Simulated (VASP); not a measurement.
# Si23H4O48 (a cell with a defect) in VASP: single point with r2SCAN

Aim: the single point of Si23H4O48 (a cell with a defect) with r2SCAN.

Everything below comes from runs of VASP 6.6.1. Logs are shortened: lines on timing, memory, paths and dates and some standing lists are left out, and cuts for length are marked.

## 1. The cell of the first run

The cell holds a defect, 75 atoms: a = 9.832 Å, b = 9.832 Å, c = 10.818 Å, α = 90.00°, β = 90.00°, γ = 120.00°.

## 2. Single point, r2SCAN

The input, POSCAR:

```
Si23H4O48
1.0
    9.8316000000      0.0000000000      0.0000000000
   -4.9158000000      8.5144150000      0.0000000000
    0.0000000000      0.0000000000     10.8182000000
Si O H
23 48 4
Direct
    0.2668430000      0.0009767400      0.1634700000
    0.0028516000      0.2703680000      0.3357050000
    0.2306050000      0.2354080000      0.0001007300
    0.2653480000      0.9977494000      0.6636500000
    0.9932126000      0.2663560000      0.8350300000
    0.2323110000      0.2285110000      0.5017520000
    0.2682820000      0.5027390000      0.1672110000
    0.9997803800      0.7676140000      0.3331480000
    0.2338640000      0.7330290000      0.9966533000
    0.9989205000      0.7666930000      0.8327140000
    0.2344290000      0.7356140000      0.4976220000
    0.7692410000      0.0042952000      0.1672390000
    0.4984520000      0.2670890000      0.3326380000
    0.7266420000      0.2320240000      0.0002954000
    0.7657180000      0.0012322000      0.6669000000
    0.4945750000      0.2657660000      0.8320270000
    0.7327730000      0.2338080000      0.4992370000
    0.7651740000      0.5008340000      0.1672980000
    0.5011880000      0.7703670000      0.3320530000
    0.7350830000      0.7369020000      0.0012113000
    0.7631940000      0.4995590000      0.6663380000
    0.5046480000      0.7692100000      0.8316280000
    0.7327490000      0.7354920000      0.4996880000
    0.0687650000      0.2066210000      0.4462400000
    0.2961240000      0.3658270000      0.1099080000
    0.1402060000      0.4347450000      0.2786630000
    0.2024600000      0.0698960000      0.0553950000
    0.3623780000      0.2944360000      0.3913610000
    0.4306990000      0.1384180000      0.2213530000
    0.0654320000      0.2098730000      0.9457150000
    0.3038820000      0.3517710000      0.6166480000
    0.1356700000      0.4290170000      0.7780800000
    0.1997120000      0.0574320000      0.5499300000
    0.3584550000      0.2958220000      0.8879650000
    0.4284840000      0.1364520000      0.7217280000
    0.0679010000      0.7063220000      0.4438320000
    0.2991160000      0.8684090000      0.1031500000
    0.1368330000      0.9300380000      0.2735220000
    0.2040780000      0.5698520000      0.0580140000
    0.3639780000      0.7993980000      0.3865800000
    0.4342950000      0.6406840000      0.2215190000
    0.0677460000      0.7049810000      0.9423610000
    0.2993620000      0.8643310000      0.6090240000
    0.1350350000      0.9300380000      0.7738950000
    0.2058530000      0.5699500000      0.5554350000
    0.3593880000      0.7870590000      0.8833780000
    0.4574520000      0.6484340000      0.7143040000
    0.5683340000      0.2046660000      0.4411890000
    0.7907210000      0.3628830000      0.1097040000
    0.6344730000      0.4331810000      0.2768560000
    0.7032200000      0.0691220000      0.0573170000
    0.8658290000      0.2991990000      0.3913950000
    0.9337440000      0.1415760000      0.2241200000
    0.5617480000      0.2046160000      0.9436860000
    0.7914020000      0.3622690000      0.6109670000
    0.6303510000      0.4323090000      0.7751710000
    0.7053660000      0.0690910000      0.5554790000
    0.8539980000      0.2927100000      0.8882170000
    0.9307640000      0.1366270000      0.7244910000
    0.5684650000      0.7078670000      0.4422990000
    0.7990200000      0.8685060000      0.1101390000
    0.6394420000      0.9356300000      0.2772850000
    0.7054800000      0.5714430000      0.0574340000
    0.8637870000      0.7971160000      0.3899890000
    0.9305870000      0.6356190000      0.2243800000
    0.5697540000      0.7090080000      0.9453830000
    0.7944690000      0.8645580000      0.6107280000
    0.6368080000      0.9393260000      0.7782680000
    0.7041320000      0.5699330000      0.5561050000
    0.8633810000      0.7966100000      0.8896810000
    0.9285160000      0.6335080000      0.7246220000
    0.4522990000      0.5477660000      0.7253400000
    0.2297450000      0.3561110000      0.6755540000
    0.2822899300      0.5817902500      0.5871317500
    0.1163320000      0.4796660000      0.7069560000
```

The input, INCAR.step1:

```
PREC = Accurate ; ENCUT = 520
ISMEAR = 0 ; SIGMA = 0.02
LREAL = Auto ; LASPH = T
NELM = 80 ; NBANDS = 235
GGA = PE ; ALGO = Normal
EDIFF = 1E-4 ; LWAVE = T
LCHARG = F
```

The input, INCAR.step2:

```
PREC = Accurate ; ENCUT = 520
EDIFF = 1E-7 ; ISMEAR = 0
SIGMA = 0.02 ; LREAL = Auto
LASPH = T ; NELM = 80
ALGO = Normal ; ISIF = 2
LWAVE = F ; LCHARG = F
METAGGA = R2SCAN ; LMIXTAU = T
NBANDS = 235 ; ISTART = 1
```

The input, KPOINTS:

```
regular mesh
0
Gamma
  1 1 1
```

Potentials or basis: VASP PAW PBE potentials, release 64 (Si, O, H).

On the command line:

```
$ cat potpaw_PBE.64/Si/POTCAR potpaw_PBE.64/O/POTCAR potpaw_PBE.64/H/POTCAR > POTCAR
$ cp INCAR.step1 INCAR
$ mpirun -np 1 vasp_gam > vasp.out
$ cp INCAR.step2 INCAR
$ mpirun -np 1 vasp_gam > vasp.out
```

OUTCAR:

```text
PREC = Accurate
   ENCUT = 520
   EDIFF = 1E-7
   ISMEAR = 0
   LREAL = Auto
   LASPH = T
   NELM = 80
   ISIF = 2
   METAGGA = R2SCAN
   ISTART = 1

 ion  position               nearest neighbor table
   1  0.267  0.001  0.163-  29 1.62  37 1.62  38 1.63  27 1.63   3 3.06  13 3.07   9 3.07   8 3.08

   2  0.003  0.270  0.336-  26 1.62  52 1.62  24 1.63  53 1.63  17 3.06   7 3.06   6 3.07  12 3.07

   3  0.231  0.235  0.000-  27 1.62  30 1.62  25 1.63  34 1.63   7 3.06  16 3.06   1 3.06   5 3.07
[... 83 lines left out ...]
  70  0.863  0.797  0.890-  10 1.62  20 1.63
  71  0.929  0.634  0.725-  21 1.62  10 1.63
  72  0.452  0.548  0.725-  47 0.97
  73  0.230  0.356  0.676-  31 0.99
  74  0.282  0.582  0.587-  45 0.78
  75  0.116  0.480  0.707-  32 0.99

  LATTYP: Found a hexagonal cell.
 ALAT       =     9.8316000000
 C/A-ratio  =     1.1003498922

  Lattice vectors:

 A1 = (   9.8316000000,   0.0000000000,   0.0000000000)
 A2 = (  -4.9158000000,   8.5144150000,   0.0000000000)
 A3 = (   0.0000000000,   0.0000000000,  10.8182000000)

Analysis of symmetry for initial positions (statically):
=====================================================================
 Subroutine PRICEL returns:
 Original cell was already a primitive cell.

 Routine SETGRP: Setting up the symmetry group for a
 hexagonal supercell.

 Subroutine GETGRP returns: Found  1 space group operations
 (whereof  1 operations were pure point group operations)
 out of a pool of 24 trial point group operations.

The static configuration has the point symmetry C_1 .

Analysis of symmetry for dynamics (positions and initial velocities):
=====================================================================
 Subroutine PRICEL returns:
 Original cell was already a primitive cell.

 Routine SETGRP: Setting up the symmetry group for a
 hexagonal supercell.

 Subroutine GETGRP returns: Found  1 space group operations
 (whereof  1 operations were pure point group operations)
 out of a pool of 24 trial point group operations.

The dynamic configuration has the point symmetry C_1 .

 Subroutine INISYM returns: Found  1 space group operations
 (whereof  1 operations are pure point group operations),
 and found     1 'primitive' translations

----------------------------------------------------------------------------------------

                                     Primitive cell

  volume of cell :     905.5950

  direct lattice vectors                    reciprocal lattice vectors
     9.831600000  0.000000000  0.000000000     0.101712844  0.058723941  0.000000000
    -4.915800000  8.514415000  0.000000000     0.000000000  0.117447881  0.000000000
     0.000000000  0.000000000 10.818200000     0.000000000  0.000000000  0.092436819

  length of vectors
     9.831600000  9.831599688 10.818200000     0.117447877  0.117447881  0.092436819

  position of ions in fractional coordinates (direct lattice)
     0.266843000  0.000976740  0.163470000
     0.002851600  0.270368000  0.335705000
     0.230605000  0.235408000  0.000100730
     0.265348000  0.997749400  0.663650000
     0.993212600  0.266356000  0.835030000
     0.232311000  0.228511000  0.501752000
[... 67 lines left out ...]
     0.282289930  0.581790250  0.587131750
     0.116332000  0.479666000  0.706956000

  ion indices of the primitive-cell ions
   primitive index   ion index
                 1           1
                 2           2
                 3           3
                 4           4
                 5           5
                 6           6
[... 67 lines left out ...]
                74          74
                75          75

----------------------------------------------------------------------------------------

 KPOINTS: regular mesh

Automatic generation of k-mesh.
 Grid dimensions read from file:
 generate k-points for:    1    1    1

 Generating k-lattice:

  Cartesian coordinates                     Fractional coordinates (reciprocal lattice)
     0.101712844  0.058723941  0.000000000     1.000000000  0.000000000  0.000000000
     0.000000000  0.117447881  0.000000000     0.000000000  1.000000000  0.000000000
     0.000000000  0.000000000  0.092436819     0.000000000  0.000000000  1.000000000

  Length of vectors
     0.117447877  0.117447881  0.092436819

  Shift w.r.t. Gamma in fractional coordinates (k-lattice)
     0.000000000  0.000000000  0.000000000

 Subroutine IBZKPT returns following result:
 ===========================================

 Found      1 irreducible k-points:

 Following reciprocal coordinates:
            Coordinates               Weight
  0.000000  0.000000  0.000000      1.000000
   k-points           NKPTS =      1   k-points in BZ     NKDIM =      1   number of bands    NBANDS=    235
   number of dos      NEDOS =    301   number of ions     NIONS =     75
   total plane-waves  NPLWV = 512000
   dimension x,y,z NGX =    80 NGY =   80 NGZ =   80
   dimension x,y,z NGXF=   160 NGYF=  160 NGZF=  160
   ions per type =              23  48   4
   NGX,Y,Z   is equivalent  to a cutoff of  13.53, 13.53, 12.29 a.u.
   NGXF,Y,Z  is equivalent  to a cutoff of  27.05, 27.05, 24.59 a.u.
 SYSTEM =  unknown system
   PREC   = accura    normal or accurate (medium, high low for compatibility)
   ISTART =      1    job   : 0-new  1-cont  2-samecut
   ICHARG =      0    charge: 1-file 2-atom 10-const
   ISPIN  =      1    spin polarized calculation?
   LNONCOLLINEAR =      F non collinear calculations
   LSORBIT =      F    spin-orbit coupling
   LASPH  =      T    aspherical Exc in radial PAW
   ENCUT  =  520.0 eV  38.22 Ry    6.18 a.u.  18.28 18.28 20.11*2*pi/ulx,y,z
   NELM   =     80;   NELMIN=  2; NELMDL=  0     # of ELM steps
   EDIFF  = 0.1E-06   stopping-criterion for ELM
   LREAL  =      T    real-space projection
   EDIFFG = 0.1E-05   stopping-criterion for IOM
   NSW    =      0    number of steps for IOM
   IBRION =     -1    ionic relax: 0-MD 1-quasi-New 2-CG
   NFREE  =      0    steps in history (QN), initial steepest desc. (CG)
   ISIF   =      2    stress and relaxation
   ISYM   =      2    0-nonsym 1-usesym 2-fastsym
   POTIM  = 0.5000    time-step for ionic-motion
   TEBEG  =    0.0;   TEEND  =   0.0 temperature during run
   PSTRESS=    0.0 pullay stress
   NELECT =     384.0000    total number of electrons
   NUPDOWN=      -1.0000    fix difference up-down
   EMIN   =  10.00;   EMAX   =-10.00  energy-range for DOS
   EFERMI =   0.00;   METHOD = LEGACY
   ISMEAR =     0;   SIGMA  =   0.02  broadening in eV -4-tet -1-fermi 0-gaus
   EFERMI_NEDOS =   21; number of points for ismear=-14 and -15
   IALGO  =     38    algorithm
   IMIX   =      4    mixing-type and parameters
     AMIX     =   0.40;   BMIX     =  1.00
     AMIX_MAG =   1.60;   BMIX_MAG =  1.00
  volume/ion in A,a.u.               =      12.07        81.48
  Fermi-wavevector in a.u.,A,eV,Ry     =   1.229912  2.324196 20.581296  1.512683
  Thomas-Fermi vector in A             =   2.364781
   LORBIT       =      0    0 simple, 1 ext, 2 COOP (PROOUT), +10 PAW based schemes
   METAGGA = R2SCAN    functional components
   LHFCALC =     F    Hartree Fock is set to
   AEXX    =    0.0000 exact exchange contribution
   IVDW    =     0    specifies the selected vdW correction
   LEPSILON=     F    determine dielectric tensor
   LRPA    =     F    only Hartree local field effects (RPA)
 non-spin polarized calculation
 Gauss-broadening in eV      SIGMA  =   0.02
  energy-cutoff  :      520.00
  volume of cell :      905.60
 maximum number of plane-waves:     12195
 NGX is ok and might be reduce to    80
   NGX = 37   NGY = 37   NGZ = 41

 number of electron     384.0000014 magnetization

 Free energy of the ion-electron system (eV)
  ---------------------------------------------------
  ext. energy  EPLUGINS =         0.00000000
  ---------------------------------------------------
  free energy    TOTEN  =      -714.89728863 eV

  energy without entropy =     -714.89728863  energy(sigma->0) =     -714.89728863

 E-fermi :   0.7740     XC(G=0):  -9.7434

 val. band max:        0.5965932756   @ k =   0.0000   0.0000   0.0000
 cond. band min:       7.0057325973   @ k =   0.0000   0.0000   0.0000
 fundamental gap:      6.4091393217
 Fermi energy:         0.7739663822

 k-point     1 :       0.0000    0.0000    0.0000
  band No.  band energies     occupation
      1     -20.2645      2.00000
      2     -19.7525      2.00000
      3     -19.3515      2.00000
      4     -19.3439      2.00000
      5     -19.3131      2.00000
      6     -19.2950      2.00000
[... 196 lines left out ...]
    203      10.1333      0.00000
    204      10.1979      0.00000
 [bands above 204 left out]

------------------------ aborting loop because EDIFF is reached ----------------------------------------

  FORCE on cell =-STRESS in cart. coord.  units (eV):
  Direction    XX          YY          ZZ          XY          YZ          ZX
  --------------------------------------------------------------------------------------
  -------------------------------------------------------------------------------------
  Total       -4.3166997    -13.2300821    -13.8399120      2.2255265     -0.0928210      6.0567016
  in kB       -7.6370987    -23.4066413    -24.4855514      3.9373980     -0.1642188     10.7155074
  external PRESSURE =     -18.5097638 kB  Pullay stress =       0.0000000 kB

 VOLUME and BASIS-vectors are now :
 -----------------------------------------------------------------------------
  energy-cutoff  :      520.00
  volume of cell :      905.60
      direct lattice vectors                 reciprocal lattice vectors
     9.831600000  0.000000000  0.000000000     0.101712844  0.058723941  0.000000000
    -4.915800000  8.514415000  0.000000000     0.000000000  0.117447881  0.000000000
     0.000000000  0.000000000 10.818200000     0.000000000  0.000000000  0.092436819

 POSITION                                       TOTAL-FORCE (eV/Angst)
 -----------------------------------------------------------------------------------
      2.61869      0.00832      1.76845         0.042283      0.007595     -0.024814
     -1.30104      2.30203      3.63172        -0.027519      0.007627     -0.018063
      1.11000      2.00436      0.00109        -0.016270     -0.016675     -0.024532
     -2.29594      8.49525      7.17950         0.023285      0.039319      0.055764
      8.45552      2.26787      9.03352         0.036396     -0.016754      0.019570
      1.16067      1.94564      5.42805         0.012552      0.004168     -0.021035
[... 67 lines left out ...]
     -0.08460      4.95360      6.35171        18.271761      2.058256      9.013716
     -1.21421      4.08408      7.64799         0.141204     -0.171652      0.359373
 -----------------------------------------------------------------------------------
    total drift:                               -0.021066      0.003903     -0.014696

  FREE ENERGIE OF THE ION-ELECTRON SYSTEM (eV)
  ---------------------------------------------------
  free  energy   TOTEN  =      -714.8972886278 eV

  energy  without entropy=     -714.8972886278  energy(sigma->0) =     -714.89728863
```

Run time: 17 min. Hardware: 1 thread of Intel Xeon Platinum 8488C (Sapphire Rapids), shared host; peak memory 1.1 GiB.

What came out:

```yaml
Free_energy: -714.8973 eV
Pressure: -1.9 GPa
Largest_force: 20.478 eV/Å
Band_gap_on_the_k_mesh: 6.41 eV
```

Forces in eV/Å, atoms in the order of the input:
```
Si    0.042   0.008  -0.025
Si   -0.028   0.008  -0.018
Si   -0.016  -0.017  -0.025
Si    0.023   0.039   0.056
Si    0.036  -0.017   0.020
Si    0.013   0.004  -0.021
Si    0.051   0.000  -0.046
Si   -0.068   0.048  -0.044
Si    0.018  -0.031  -0.049
Si   -0.035   0.027   0.026
Si   -0.356   0.277  -0.212
Si    0.038  -0.015  -0.023
Si   -0.023   0.045   0.001
Si   -0.018  -0.040  -0.006
Si    0.010  -0.048   0.032
Si   -0.039   0.061   0.003
Si   -0.021  -0.055   0.017
Si    0.021  -0.003  -0.020
Si    0.109   0.026  -0.012
Si   -0.082  -0.043  -0.031
Si   -0.017   0.001   0.010
Si   -0.015  -0.138  -0.209
Si   -0.072  -0.053   0.054
O     0.122   0.228  -0.150
O    -0.276  -0.011  -0.134
O     0.129  -0.208  -0.120
O     0.153   0.219   0.150
O     0.119  -0.249   0.133
O    -0.255   0.008   0.148
O     0.107   0.214  -0.156
O    -0.342  -0.305  -0.122
O    -0.308  -0.155  -0.185
O     0.155   0.228   0.179
O     0.126  -0.241   0.155
O    -0.271  -0.015   0.117
O     0.224   0.200  -0.093
O    -0.273  -0.028  -0.105
O     0.140  -0.221  -0.122
O     0.151   0.210   0.148
O     0.067  -0.320   0.253
O    -0.277   0.017   0.168
O     0.108   0.230  -0.158
O    -0.241  -0.160  -0.220
O     0.158  -0.216  -0.162
O   -18.024  -1.884  -9.052
O     0.072  -0.164   0.225
O     0.113   0.162   0.530
O     0.112   0.232  -0.136
O    -0.262  -0.012  -0.138
O     0.154  -0.221  -0.145
O     0.139   0.229   0.143
O     0.123  -0.233   0.146
O    -0.252   0.019   0.154
O     0.126   0.221  -0.144
O    -0.235  -0.002  -0.158
O     0.168  -0.229  -0.147
O     0.128   0.239   0.133
O     0.149  -0.218   0.150
O    -0.266   0.046   0.146
O     0.093   0.254  -0.191
O    -0.260  -0.008  -0.128
O     0.118  -0.223  -0.142
O     0.158   0.210   0.161
O     0.141  -0.231   0.136
O    -0.256   0.030   0.159
O     0.176   0.242  -0.087
O    -0.251  -0.002  -0.164
O     0.189  -0.169  -0.159
O     0.161   0.208   0.149
O     0.137  -0.230   0.145
O    -0.238   0.022   0.126
H    -0.199   0.243  -0.112
H     0.284   0.072  -0.171
H    18.272   2.058   9.014
H     0.141  -0.172   0.359
```

Caveat: the k points lie up to 0.74 Å⁻¹ apart; the PAW data sets were made with another functional, which shifts forces and pressure a little.
